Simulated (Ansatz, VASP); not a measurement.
**Two plane-wave programs on Mg5O**

```
CELL_PARAMETERS angstrom
7.03097 0.00000 0.00000
-3.51549 6.08900 0.00000
0.00000 0.00000 2.95802
ATOMIC_POSITIONS crystal
Mg 0.00000 0.23741 0.00000
Mg 0.76259 0.76259 0.00000
Mg 0.23741 0.00000 0.00000
Mg 0.66667 0.33333 0.50000
Mg 0.33333 0.66667 0.50000
O 0.00000 0.00000 0.50000
```

Change from the starting cell: species swapped into the MgCd5 type (P-62m, No. 189).

Alike in both runs: functional PBE; k mesh 6 × 6 × 4; occupations gaussian, width 0.1 eV; no spin polarisation.

Ansatz relaxed the structure, and its values are those at the end. VASP's run is a single point on that final structure, the one shown.

|  | VASP | Ansatz |
| --- | --- | --- |
| version | VASP 6.6.1 | Ansatz 0.2.0 |
| potentials or method | VASP PAW PBE potentials, release 64 (Mg, O), cutoff 520 eV | scalar-relativistic, plane waves, PAW |
| valence electrons in the cell | 16 | 56 |

```tsv
	VASP	Ansatz	Ansatz less VASP
gap on the k mesh at the Fermi level (eV)	none	none	-
pressure (GPa)	-0.2	-0.1	+0.16
rms of the force components (eV/Å)	0.004	0.008	+0.0037
```

A gap of «none» marks a metal or a gap that the smearing closes. The functional is the same, so the differences come from potentials, cutoffs and numerics. VASP's potentials hold 16 valence electrons a cell and Ansatz's 56, so a difference there can come from the potentials and not from the codes.

The k mesh is coarse, so the values compare programs but aren't converged.
